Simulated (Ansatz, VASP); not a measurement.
**BN: VASP beside Ansatz**

```
CELL_PARAMETERS angstrom
1.14069 -4.24472 0.00000
1.14069 4.24472 0.00000
0.00000 0.00000 2.28094
ATOMIC_POSITIONS crystal
B 0.00000 0.00000 0.00000
N 0.50000 0.50000 0.50000
```

Alike in both runs: functional PBE; k mesh 26 × 26 × 24; occupations gaussian, width 0.1 eV; no spin polarisation.

Ansatz relaxed the structure, and its values are those at the end. VASP's run is a single point on that final structure, the one shown.

```csv
,VASP,Ansatz
version,VASP 6.6.1,Ansatz 0.2.0
potentials or method,"VASP PAW PBE potentials, release 64 (B, N), cutoff 520 eV","scalar-relativistic, plane waves, PAW"
valence electrons in the cell,8,8
```

|  | VASP | Ansatz | Ansatz less VASP |
| --- | --- | --- | --- |
| gap on the k mesh at the Fermi level (eV) | none | none | - |
| pressure (GPa) | 0.1 | 0.0 | -0.08 |

A gap of «none» marks a metal or a gap that the smearing closes.
